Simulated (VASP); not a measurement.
# Cd2SnO3 (P4mm) in VASP: a series of runs, part 2 of 2

VASP 6.6.1. The steps go on from the part before.

## (4) Relaxation of cell and atoms, PBE

This run uses another cell than the first one, of 17.12 Å³/atom.

INCAR reads:

```
SYSTEM = Cd2SnO3
PREC = Accurate
ENCUT = 600
EDIFF = 1E-6
ISMEAR = 0
SIGMA = 0.1
LREAL = .False.
LASPH = .True.
NELM = 80
ALGO = Normal
ISIF = 3
LWAVE = .False.
LCHARG = .False.
GGA = PE
IBRION = 2
NSW = 90
EDIFFG = -0.04
```

KPOINTS reads:

```
Automatic mesh
0
Gamma
  6 6 2
  0 0 0
```

POSCAR reads:

```
Cd2SnO3
1.0
    3.4799084700      0.0000000000      0.0000000000
    0.0000000000      3.4799084700      0.0000000000
    0.0000000000      0.0000000000      8.4829479400
Cd Sn O
2 1 3
Direct
    0.0000000000      0.0000000000      0.0094770000
    0.5000000000      0.5000000000      0.4938240100
    0.5000000000      0.5000000000      0.1658110000
    0.0000000000      0.0000000000      0.6709480300
    0.0000000000      0.0000000000      0.3257620000
    0.5000000000      0.5000000000      0.8341779700
```

Run with:

```
> cat potpaw_PBE.64/Cd/POTCAR potpaw_PBE.64/Sn_d/POTCAR potpaw_PBE.64/O/POTCAR > POTCAR
> mpirun -np 1 vasp_std > vasp.out
```

Run time: 51 min. Hardware: 1 thread of Oxide Virtual Turin-like, shared host; peak memory 0.25 GiB.

The run converged. Its results:

* Free energy: -26.4143 eV
* Relaxed volume: 15.15 Å³/atom
* Relaxed cell: a = 3.300 Å, b = 3.300 Å, c = 8.348 Å, α = 90.00°, β = 90.00°, γ = 90.00°
* Space group after relaxing (to 0.1 Å): P4mm (No. 99)
* Energy gained by relaxing: 1472.2 meV/atom
* Ionic steps: 36
* Pressure after relaxing: 0.0 GPa
* Largest force after relaxing: 0.022 eV/Å
* Band gap on the k mesh: zero (bands 28 and 29 overlap by 0.58 eV)

Forces in eV/Å, atoms in the order of the input:
```
Cd   0.000  0.000  0.003
Cd   0.000  0.000  0.000
Sn   0.000  0.000  0.010
O    0.000  0.000  0.017
O    0.000  0.000 -0.008
O    0.000  0.000 -0.022
```

Stress tensor (GPa, compression positive):
```
-0.02  0.00  0.00
 0.00 -0.02  0.00
 0.00  0.00  0.16
```

Step by step:
| step | energy change (eV) | largest force (eV/Å) | pressure (GPa) | volume (Å³) |
| --- | --- | --- | --- | --- |
| 1 | 0.0000 | 4.0387 | -6.03 | 102.73 |
| 2 | -1.8998 | 4.4848 | -3.84 | 93.40 |
| 3 | -1.7605 | 9.1500 | 60.12 | 68.35 |
| 4 | -2.9122 | 4.4099 | 4.04 | 84.69 |
| 5 | -3.7465 | 3.7822 | 20.40 | 76.28 |
| 6 | -4.4587 | 2.5667 | 20.45 | 76.80 |
| 7 | -5.0046 | 4.3236 | 23.87 | 77.85 |
| 8 | -6.2635 | 2.4933 | 9.81 | 83.93 |
| 9 | -6.8170 | 2.2648 | 0.46 | 90.50 |
| 10 | -6.8880 | 2.1828 | -2.60 | 93.53 |
| 11 | -6.8923 | 2.1565 | -3.48 | 94.55 |
| 12 | -7.0903 | 1.9761 | -2.66 | 93.70 |
| 13 | -7.4923 | 1.3803 | 1.40 | 91.09 |
| 14 | -7.1928 | 1.2373 | 16.11 | 85.53 |
| 15 | -7.5693 | 1.1062 | 5.54 | 89.26 |
| 16 | -7.7762 | 1.2039 | 1.79 | 92.12 |
| 17 | -7.9544 | 0.9568 | -3.97 | 97.09 |
| 18 | -8.1654 | 0.8343 | -4.01 | 95.64 |
| 19 | -8.3486 | 2.6552 | -2.04 | 91.35 |
| 20 | -8.3985 | 1.5062 | -3.59 | 93.32 |
| 21 | -8.4175 | 1.8008 | -3.28 | 92.74 |
| 22 | -8.6131 | 1.3319 | 4.55 | 87.00 |
| 23 | -8.6205 | 1.4703 | 3.07 | 87.82 |
| 24 | -8.7615 | 0.7086 | 2.61 | 89.49 |
| 25 | -8.7618 | 0.7124 | 2.58 | 89.44 |
| 26 | -8.7972 | 0.2996 | -1.89 | 92.84 |
| 27 | -8.8001 | 0.3226 | -1.00 | 92.08 |
| 28 | -8.8149 | 0.3128 | -0.38 | 91.54 |
| 29 | -8.8204 | 0.2938 | 0.39 | 90.93 |
| 30 | -8.8279 | 0.1852 | -0.13 | 91.11 |
| 31 | -8.8281 | 0.2214 | -0.22 | 91.14 |
| 32 | -8.8314 | 0.1182 | 0.16 | 90.86 |
| 33 | -8.8317 | 0.1040 | 0.30 | 90.75 |
| 34 | -8.8329 | 0.0419 | -0.22 | 91.11 |
| 35 | -8.8329 | 0.0464 | -0.18 | 91.09 |
| 36 | -8.8333 | 0.0219 | 0.04 | 90.91 |

Final structure:
```
Cd Sn O
1.0
     3.29998    0.00000    0.00000
     0.00000    3.29998    0.00000
     0.00000    0.00000    8.34810
Cd Sn O
2 1 3
Direct
  0.00000 0.00000 0.90579
  0.50000 0.50000 0.57020
  0.50000 0.50000 0.22355
  0.00000 0.00000 0.64019
  0.00000 0.00000 0.18720
  0.50000 0.50000 0.97308
```

Levels at points of the mesh, in eV from the Fermi level:
```csv
k point,band 25,band 26,band 27,band 28,band 29,band 30,band 31,band 32
"(0.00, 0.00, 0.00)",-1.97,-1.97,-1.65,-1.65,0.77,2.58,4.27,8.22
"(0.50, 0.00, 0.00)",-1.62,-0.98,-0.77,-0.36,2.28,3.85,4.09,4.86
"(0.50, 0.50, 0.00)",-2.80,-2.44,-1.78,-1.40,3.10,4.85,4.85,4.95
"(0.00, 0.00, 0.50)",-2.00,-1.64,-1.64,-1.06,-0.64,3.44,4.28,8.39
"(0.50, 0.00, 0.50)",-1.20,-0.98,-0.77,-0.10,1.92,4.19,4.45,5.03
"(0.50, 0.50, 0.50)",-2.70,-2.52,-1.72,-1.38,2.48,4.89,4.89,5.14
```

Caveat: the k points lie up to 0.38 Å⁻¹ apart in the final cell, too coarse for converged energies and pressures of a metal; semilocal functionals underestimate gaps, and a narrow one can read as zero; spin-orbit coupling is left out, which moves the levels of the heavy elements.

## (5) Single point, PBE

This run uses another cell than the first one, of 15.10 Å³/atom.

INCAR reads:

```
SYSTEM = Cd2SnO3
ALGO     = Fast           ! electronic algorithm
EDIFF    = 1E-6           ! SCF threshold, eV
ENCUT    = 520            ! plane-wave cutoff, eV
GGA      = PE             ! functional
ISIF     = 2              ! what is computed and relaxed
ISMEAR   = 0              ! smearing method
LASPH    = .True.         ! aspherical terms in the spheres
LCHARG   = .False.        ! write CHGCAR
LREAL    = .False.        ! projectors in reciprocal space
LWAVE    = .False.        ! write WAVECAR
NBANDS   = 37             ! bands
NELM     = 60             ! most SCF steps
PREC     = Accurate       ! precision mode
SIGMA    = 0.1            ! smearing width, eV
```

KPOINTS reads:

```
k-points
0
Gamma
  12 12 6
  0 0 0
```

POSCAR reads:

```
Cd2SnO3
1.0
    3.2954140181      0.0000000000      0.0000000000
    0.0000000000      3.2954140181      0.0000000000
    0.0000000000      0.0000000000      8.3407078129
Cd Sn O
2 1 3
Direct
    0.0000000000      0.0000000000      0.9060184965
    0.5000000000      0.5000000000      0.5708365570
    0.5000000000      0.5000000000      0.2232184958
    0.0000000000      0.0000000000      0.6410892276
    0.0000000000      0.0000000000      0.1863021111
    0.5000000000      0.5000000000      0.9725351221
```

Run with:

```
> cat potpaw_PBE.64/Cd/POTCAR potpaw_PBE.64/Sn_d/POTCAR potpaw_PBE.64/O/POTCAR > POTCAR
> mpirun -np 1 vasp_std > vasp.out
```

It took 9.8 min on 1 thread of Oxide Virtual Turin-like, shared host; peak memory 0.42 GiB.

Results (log left out):

```
Free energy            : -26.3837 eV
Pressure               : 0.7 GPa
Largest force          : 0.057 eV/Å
Band gap on the k mesh : zero (bands 28 and 29 overlap by 0.59 eV)
```

Forces on the atoms (eV/Å):
```
Cd   0.000  0.000 -0.013
Cd   0.000  0.000 -0.038
Sn   0.000  0.000  0.057
O    0.000  0.000 -0.043
O    0.000  0.000  0.046
O    0.000  0.000 -0.009
```

Stress tensor (GPa, compression positive):
```
0.63 0.00 0.00
0.00 0.63 0.00
0.00 0.00 0.82
```

Levels at points of the mesh, in eV from the Fermi level:
| k point | band 24 | band 25 | band 26 | band 27 | band 28 | band 29 | band 30 | band 31 | band 32 | band 33 |
| --- | --- | --- | --- | --- | --- | --- | --- | --- | --- | --- |
| (0.00, 0.00, 0.00) | -2.32 | -1.95 | -1.95 | -1.63 | -1.63 | 0.81 | 2.63 | 4.31 | 8.27 | 8.42 |
| (0.50, 0.00, 0.00) | -2.32 | -1.58 | -0.93 | -0.75 | -0.34 | 2.31 | 3.90 | 4.14 | 4.90 | 6.61 |
| (0.50, 0.50, 0.00) | -2.78 | -2.78 | -2.42 | -1.76 | -1.36 | 3.14 | 4.88 | 4.88 | 5.04 | 5.39 |
| (0.00, 0.00, 0.50) | -1.98 | -1.98 | -1.61 | -1.61 | -1.03 | -0.61 | 3.51 | 4.31 | 8.43 | 8.48 |
| (0.50, 0.00, 0.50) | -2.32 | -1.16 | -0.93 | -0.75 | -0.08 | 1.95 | 4.23 | 4.50 | 5.07 | 6.19 |
| (0.50, 0.50, 0.50) | -2.68 | -2.68 | -2.51 | -1.70 | -1.34 | 2.51 | 4.91 | 4.91 | 5.24 | 6.56 |

Caveat: semilocal functionals underestimate gaps, and a narrow one can read as zero; spin-orbit coupling is left out, which moves the levels of the heavy elements.

## (6) The runs side by side

| task | cell | k mesh | cutoff (eV) | gap on the mesh (eV) | pressure (GPa) | largest force (eV/Å) |
| --- | --- | --- | --- | --- | --- | --- |
| single point | a = 3.300, b = 3.300, c = 8.346 Å, 6 atoms, atomic positions A | 6 × 6 × 2 | 520 | none | 0.4 | 0.09 |
| single point | a = 3.480, b = 3.480, c = 8.483 Å, 6 atoms, atomic positions B | 6 × 6 × 2 | 520 | none | -5.9 | 4.04 |
| relaxation of cell and atoms | relaxed from a = 3.480, b = 3.480, c = 8.483 Å, 6 atoms, atomic positions B | 6 × 6 × 2 | 600 | none | 0.0 | 0.02 |
| single point | a = 3.295, b = 3.295, c = 8.341 Å, 6 atoms, atomic positions C | 12 × 12 × 6 | 520 | none | 0.7 | 0.06 |

Alike in all rows: level PBE; potentials or basis VASP PAW PBE potentials, release 64 (Cd, Sn_d, O); no spin polarisation; smearing gaussian 0.1 eV.

Caveats: some runs use coarse meshes; semilocal functionals underestimate gaps, and a narrow one can read as zero; spin-orbit coupling is left out, which moves the levels of the heavy elements; forces of over 1 eV/Å act on the atoms, so gaps and moduli don't describe the material at rest (at least some runs).

Total energies depend on the potentials used, so only differences within one code and one set of settings carry meaning.
